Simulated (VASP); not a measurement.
Write the native input for VASP 6.6.1 that does the following.

```
Task                   : single point
Functional             : PBE
Potentials or basis    : VASP PAW PBE potentials, release 64 (Si, C)
Cutoff                 : 600 eV
k mesh                 : 6 × 6 × 2
Occupations            : gaussian, width 0.1 eV
Spin                   : collinear spin
Starting moments       : [0.0, 0.0, 0.0, 1.0] μB
Dipole correction      : no
Further INCAR settings : ALGO = Normal; EDIFF = 1e-06; NBANDS = 20
```

The structure of Si3C lies in POSCAR:

```
Si3C
1.0
    2.7999090593      0.0000000000      0.0000000000
   -1.3999545297      2.4247923737      0.0000000000
    0.0000000000      0.0000000000      7.6505447682
Si C
3 1
Direct
    0.3333333333      0.6666666667      0.0000000000
    0.6666666667      0.3333333333      0.3418246798
    0.6666666667      0.3333333333      0.6581753202
    0.3333333333      0.6666666667      0.5000000000
```

One way to write it, as run:

INCAR

```
PREC = Accurate
ENCUT = 600
EDIFF = 1E-6
ISMEAR = 0
SIGMA = 0.1
LREAL = F
LASPH = T
NELM = 200
ALGO = Normal
ISIF = 2
LWAVE = F
LCHARG = T
ISPIN = 2
MAGMOM = 0 0 0 1
LORBIT = 11
GGA = PE
LELF = T
LVHAR = T
NBANDS = 20
GGA_COMPAT = F
```

KPOINTS

```
Automatic mesh
0
Gamma
  6 6 2
```

Potentials or basis: VASP PAW PBE potentials, release 64 (Si, C).

The run is started by

```sh
$ cat potpaw_PBE.64/Si/POTCAR potpaw_PBE.64/C/POTCAR > POTCAR
$ mpirun -np 1 vasp_std > vasp.out
```

Results of the run:

```json
{
  "Pressure": "-0.2 GPa",
  "Largest force": "0.045 eV/Å",
  "Band gap on the k mesh": "zero (filled and empty bands overlap)",
  "Net moment": "0.00 μB per cell",
  "Valence electrons inside the program's atomic spheres": "Si 1.49, 1.56 (each value once); C 2.49"
}
```

Caveat: the k points lie up to 0.43 Å⁻¹ apart, too coarse for converged energies and pressures of a metal.

Wall time 29 s on 1 thread of Intel(R) Xeon(R) Platinum 8375C CPU @ 2.90GHz (Ice Lake) (shared host), peak memory 0.21 GiB.
